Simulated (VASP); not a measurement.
# GaAs (F-43m) in VASP: vibrations by perturbation theory with PBEsol

Aim: the vibrations by perturbation theory of GaAs with PBEsol.

All numbers are computed with VASP 6.6.1; they aren't measurements. Logs are shortened: lines on timing, memory, paths and dates and some standing lists are left out, and cuts for length are marked.

## Step 1: The cell of the first run

The structure is cubic, space group F-43m (No. 216). Conventional cell: a = 5.658 Å, b = 5.658 Å, c = 5.658 Å, α = 90.00°, β = 90.00°, γ = 90.00°. Within 3.2 Å of Ga (site symmetry -43m) lie 4 As at 2.45 Å. Within 3.2 Å of As (site symmetry -43m) lie 4 Ga at 2.45 Å.

## Step 2: Vibrations by perturbation theory, PBEsol

Input file INCAR:

```
  PREC = Accurate
  ENCUT = 510
  EDIFF = 1E-8
  ISMEAR = 0
  SIGMA = 0.01
  LREAL = False
  LASPH = True
  NELM = 120
  ALGO = Normal
  ISIF = 2
  LWAVE = False
  LCHARG = False
  GGA = PS
  NBANDS = 21
  IBRION = 8
  NSW = 1
  LEPSILON = True
  GGA_COMPAT = False
```

Input file KPOINTS:

```
regular mesh
0
Gamma
  6 6 6
```

Input file POSCAR:

```
GaAs
1.0
    0.0000000000      2.8289295164      2.8289295164
    2.8289295164      0.0000000000      2.8289295164
    2.8289295164      2.8289295164      0.0000000000
Ga As
1 1
Direct
    0.0000000000      0.0000000000      0.0000000000
    0.2500000000      0.2500000000      0.2500000000
```

Potentials or basis: VASP PAW PBE potentials, release 64 (Ga_d, As_d).

On the command line:

```console
> cat potpaw_PBE.64/Ga_d/POTCAR potpaw_PBE.64/As_d/POTCAR > POTCAR
> mpirun -np 1 vasp_std > vasp.out
```

OUTCAR:

```text
PREC = Accurate
   ENCUT = 510
   EDIFF = 1E-8
   ISMEAR = 0
   LREAL = False
   LASPH = True
   NELM = 120
   ISIF = 2
   GGA = PS
   IBRION = 8
   NSW = 1
   LEPSILON = True

 ion  position               nearest neighbor table
   1  0.000  0.000  0.000-   2 2.45   2 2.45   2 2.45   2 2.45
   2  0.250  0.250  0.250-   1 2.45   1 2.45   1 2.45   1 2.45

  LATTYP: Found a face centered cubic cell.
 ALAT       =     5.6578590328

  Lattice vectors:

 A1 = (   0.0000000000,   2.8289295164,   2.8289295164)
 A2 = (   2.8289295164,   0.0000000000,   2.8289295164)
 A3 = (   2.8289295164,   2.8289295164,   0.0000000000)

Analysis of symmetry for initial positions (statically):
=====================================================================
 Subroutine PRICEL returns:
 Original cell was already a primitive cell.

 Routine SETGRP: Setting up the symmetry group for a
 face centered cubic supercell.

 Subroutine GETGRP returns: Found 24 space group operations
 (whereof 24 operations were pure point group operations)
 out of a pool of 48 trial point group operations.

The static configuration has the point symmetry T_d .

Analysis of symmetry for dynamics (positions and initial velocities):
=====================================================================
 Subroutine PRICEL returns:
 Original cell was already a primitive cell.

 Routine SETGRP: Setting up the symmetry group for a
 face centered cubic supercell.

 Subroutine GETGRP returns: Found 24 space group operations
 (whereof 24 operations were pure point group operations)
 out of a pool of 48 trial point group operations.

The dynamic configuration has the point symmetry T_d .

 Subroutine INISYM returns: Found 24 space group operations
 (whereof 24 operations are pure point group operations),
 and found     1 'primitive' translations

----------------------------------------------------------------------------------------

                                     Primitive cell

  volume of cell :      45.2790

  direct lattice vectors                    reciprocal lattice vectors
     0.000000000  2.828929516  2.828929516    -0.176745301  0.176745301  0.176745301
     2.828929516  0.000000000  2.828929516     0.176745301 -0.176745301  0.176745301
     2.828929516  2.828929516  0.000000000     0.176745301  0.176745301 -0.176745301

  length of vectors
     4.000710489  4.000710489  4.000710489     0.306131842  0.306131842  0.306131842

  position of ions in fractional coordinates (direct lattice)
     0.000000000  0.000000000  0.000000000
     0.250000000  0.250000000  0.250000000

  ion indices of the primitive-cell ions
   primitive index   ion index
                 1           1
                 2           2

----------------------------------------------------------------------------------------

 KPOINTS: regular mesh

Automatic generation of k-mesh.
 Grid dimensions read from file:
 generate k-points for:    6    6    6

 Generating k-lattice:

  Cartesian coordinates                     Fractional coordinates (reciprocal lattice)
    -0.029457550  0.029457550  0.029457550     0.166666667  0.000000000  0.000000000
     0.029457550 -0.029457550  0.029457550     0.000000000  0.166666667  0.000000000
[... 522 lines left out ...]
  ---------------------------------------------------
  free energy    TOTEN  =        -9.80449304 eV

  energy without entropy =       -9.80449304

------------------------ aborting loop because EDIFF is reached ----------------------------------------

--------------------------------------- Ionic step        2  -------------------------------------------

------------------------ aborting loop because EDIFF is reached ----------------------------------------

--------------------------------------- Ionic step        3  -------------------------------------------

------------------------ aborting loop because EDIFF is reached ----------------------------------------

 PIEZOELECTRIC TENSOR FIELD DIRECTION 3  (e Angst)
 -----------------------------------------------------------------------------
     0.00115 -4.83010  0.00000           (  0.00001 -0.01024  0.00000)
    -4.83010  0.00115  0.00000           ( -0.01024  0.00001  0.00000)
     0.00000  0.00000 -0.00394           (  0.00000  0.00000 -0.00000)

 PIEZOELECTRIC TENSOR FIELD DIRECTION 3  (C/m^2)
 -----------------------------------------------------------------------------
     0.00041 -1.70911  0.00000
    -1.70911  0.00041  0.00000
     0.00000  0.00000 -0.00139

--------------------------------------- Ionic step        4  -------------------------------------------

------------------------ aborting loop because EDIFF is reached ----------------------------------------

[... ionic steps 5 to 6 ...]

--------------------------------------- Ionic step        7  -------------------------------------------

 Free energy of the ion-electron system (eV)
  ---------------------------------------------------
  ---------------------------------------------------
  free energy    TOTEN  =        -0.11664964 eV

  energy without entropy =       -0.11664964

------------------------ aborting loop because EDIFF is reached ----------------------------------------

 INTERNAL STRAIN TENSOR  FOR ION    2  DIRECTION 1   (eV/Angst):
 -----------------------------------------------------------------------------
     0.02303  0.00000  0.00000
     0.00000 -0.00896 -6.17660
     0.00000 -6.17660 -0.00896

 MACROSCOPIC STATIC DIELECTRIC TENSOR (including local field effects in DFT)
 ------------------------------------------------------
          76.974316     0.000000    -0.000000
           0.000000    76.974316    -0.000000
          -0.000000    -0.000000    76.974316
 ------------------------------------------------------

 PIEZOELECTRIC TENSOR (including local field effects)  for field in x, y, z        (e  Angst)
          XX          YY          ZZ          XY          YZ          ZX
  --------------------------------------------------------------------------------
  x     0.00000     0.00000     0.00000     0.00000    -4.84842     0.00000
  y    -0.00000     0.00000    -0.00000     0.00000     0.00000    -4.84842
  z    -0.00000     0.00000     0.00000    -4.84842     0.00000     0.00000

 PIEZOELECTRIC TENSOR (including local field effects)  for field in x, y, z        (C/m^2)
          XX          YY          ZZ          XY          YZ          ZX
  --------------------------------------------------------------------------------
  x     0.00000     0.00000     0.00000     0.00000    -1.71559     0.00000
  y    -0.00000     0.00000    -0.00000     0.00000     0.00000    -1.71559
  z    -0.00000     0.00000     0.00000    -1.71559     0.00000     0.00000

 BORN EFFECTIVE CHARGES (including local field effects) (in |e|, cummulative output)
 ---------------------------------------------------------------------------------
 ion    1
    1     2.68981     0.00000    -0.00000
    2    -0.00000     2.68981     0.00000
    3     0.00000    -0.00000     2.68981
 ion    2
    1    -2.68981    -0.00000     0.00000
    2     0.00000    -2.68981    -0.00000
    3    -0.00000     0.00000    -2.68981

 INTERNAL STRAIN TENSOR FOR ION    2 for displacements in x,y,z  (eV/Angst):
          X           Y           Z          XY          YZ          ZX
  --------------------------------------------------------------------------------
  x     0.00000    -0.00000    -0.00000     0.00000    -6.17660     0.00000
  y     0.00000     0.00000     0.00000     0.00000     0.00000    -6.17660
  z    -0.00000    -0.00000     0.00000    -6.17660     0.00000     0.00000

 SECOND DERIVATIVES (NOT SYMMETRIZED)
 ------------------------------------
               1X          1Y          1Z          2X          2Y          2Z
  1X    -9.116097    0.000000    0.000000    9.116097    0.000000    0.000000
  1Y     0.000000   -9.116097    0.000000    0.000000    9.116097    0.000000
  1Z     0.000000    0.000000   -9.116097    0.000000    0.000000    9.116097
  2X     9.273859    0.000000    0.000000   -9.273859    0.000000    0.000000
  2Y     0.000000    9.273859    0.000000    0.000000   -9.273859    0.000000
  2Z     0.000000    0.000000    9.273859    0.000000    0.000000   -9.273859

 Eigenvectors and eigenvalues of the dynamical matrix
 ----------------------------------------------------

   1 f  =    7.887186 THz    49.556652 2PiTHz  263.088209 cm-1    32.618766 meV
             X         Y         Z           dx          dy          dz
      0.000000  0.000000  0.000000    -0.716719    0.000000    0.000000
      1.414465  1.414465  1.414465     0.697362    0.000000    0.000000
[... 21 lines left out ...]
   6 f/i=    0.033819 THz     0.212490 2PiTHz    1.128076 cm-1     0.139864 meV
             X         Y         Z           dx          dy          dz
      0.000000  0.000000  0.000000     0.000000   -0.697362    0.000000
      1.414465  1.414465  1.414465     0.000000   -0.716719    0.000000

--------------------------------------------------------------------------------------------------------

 MACROSCOPIC STATIC DIELECTRIC TENSOR IONIC CONTRIBUTION
 ------------------------------------------------------
           3.144469    -0.000000    -0.000000
          -0.000000     3.144469    -0.000000
          -0.000000    -0.000000     3.144469
 ------------------------------------------------------

 ELASTIC MODULI CONTR FROM IONIC RELAXATION (kBar)
 Direction    XX          YY          ZZ          XY          YZ          ZX
 --------------------------------------------------------------------------------
 XX          -0.0000     -0.0000     -0.0000     -0.0000      0.0000      0.0000
 YY          -0.0000     -0.0000     -0.0000     -0.0000     -0.0000      0.0000
 ZZ          -0.0000     -0.0000     -0.0000      0.0000     -0.0000      0.0000
 XY          -0.0000     -0.0000      0.0000   -144.4236      0.0000      0.0000
 YZ           0.0000     -0.0000     -0.0000      0.0000   -144.4236      0.0000
 ZX           0.0000      0.0000      0.0000      0.0000      0.0000   -144.4236
 --------------------------------------------------------------------------------

 PIEZOELECTRIC TENSOR IONIC CONTR  for field in x, y, z        (C/m^2)
          XX          YY          ZZ          XY          YZ          ZX
  --------------------------------------------------------------------------------
  x    -0.00000     0.00000     0.00000    -0.00000     0.63411     0.00000
  y    -0.00000    -0.00000    -0.00000     0.00000    -0.00000     0.63411
  z     0.00000     0.00000     0.00000     0.63411     0.00000    -0.00000
```

Run time: 6.8 min. Hardware: 1 thread of Intel Xeon Platinum 8559C (Emerald Rapids), shared host; peak memory 0.25 GiB.

What came out:

```yaml
Electronic_dielectric_tensor_diagonal: 76.97
Born_charges_mean_of_the_diagonal: Ga +2.69; As -2.69 e
Highest_phonon_frequency_at_Γ_LO-TO_splitting_left_out: 263 cm⁻¹
```

Phonon frequencies in cm⁻¹ (negative: imaginary):
```
              q point           frequencies
(0.000, 0.000, 0.000)  -1 -1 -1 263 263 263
```

Electronic dielectric tensor:
```
76.97  0.00  0.00
 0.00 76.97  0.00
 0.00  0.00 76.97
```

Born effective charge tensors (e):
atom 1, Ga
```
2.69 0.00 0.00
0.00 2.69 0.00
0.00 0.00 2.69
```
atom 2, As
```
-2.69  0.00  0.00
 0.00 -2.69  0.00
 0.00  0.00 -2.69
```
